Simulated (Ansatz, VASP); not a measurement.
**Two plane-wave programs on Pd**

POSCAR

```
Pd
1.0
    0.0000000000      1.9558504376      1.9558504376
    1.9558504376      0.0000000000      1.9558504376
    1.9558504376      1.9558504376      0.0000000000
Pd
1
Direct
    0.0000000000      0.0000000000      0.0000000000
```

Contents of INCAR.step1:

```
SYSTEM = Pd
ALGO = Normal
EDIFF = 1E-4
ENCUT = 520
GGA = PE
ISMEAR = 1
LASPH = .TRUE.
LCHARG = .FALSE.
LREAL = .FALSE.
LWAVE = .TRUE.
NBANDS = 11
NELM = 60
PREC = Accurate
SIGMA = 0.2
```

Contents of INCAR.step2:

```
SYSTEM = Pd
ALGO = Normal
EDIFF = 1E-7
ENCUT = 520
ISIF = 2
ISMEAR = 1
ISTART = 1
LASPH = .TRUE.
LCHARG = .TRUE.
LELF = .TRUE.
LMIXTAU = .TRUE.
LREAL = .FALSE.
LVHAR = .TRUE.
LWAVE = .FALSE.
METAGGA = R2SCAN
NBANDS = 11
NELM = 60
PREC = Accurate
SIGMA = 0.2
```

File KPOINTS:

```
k-points
0
G
  14 14 14
  0 0 0
```

Input for Ansatz:

```yaml
crystal:
  lattice:
    - [0.0, 1.9558504376, 1.9558504376]
    - [1.9558504376, 0.0, 1.9558504376]
    - [1.9558504376, 1.9558504376, 0.0]
  atoms:
    - { symbol: Pd, position: [0.0, 0.0, 0.0] }
hamiltonian:
  xc: r2scan
  pseudopotentials:
    kind: paw
    azcp:
      Pd: "pseudopotentials/Pd.paw.azcp"
basis:
  ecutwfc: 500
  fft_grid_basis: typed
kpoints:
  mp_grid: { grid: [14, 14, 14], shift: [0, 0, 0] }
magnetization:
  spin_polarized: false
scf:
  occupations: { method: methfessel_paxton, width: 0.2 }
  lower_state_search: "off"
output:
  stress: true
```

Alike in both runs: task single point; functional r2SCAN; k mesh 14 × 14 × 14; occupations methfessel-paxton of order 1, width 0.2 eV; no spin polarisation.

```csv
,VASP,Ansatz
version,VASP 6.6.1,Ansatz 0.2.0
potentials or method,"VASP PAW PBE potentials, release 64 (Pd), cutoff 520 eV","plane waves (500 eV) with PAW, scalar-relativistic"
valence electrons in the cell,10,18
```

|  | VASP | Ansatz | Ansatz less VASP |
| --- | --- | --- | --- |
| pressure (GPa) | 0.4 | -0.3 | -0.67 |

VASP's potentials were made for PBE, not for r2SCAN. VASP's potentials hold 10 valence electrons a cell and Ansatz's 18, so a difference there can come from the potentials and not from the codes.
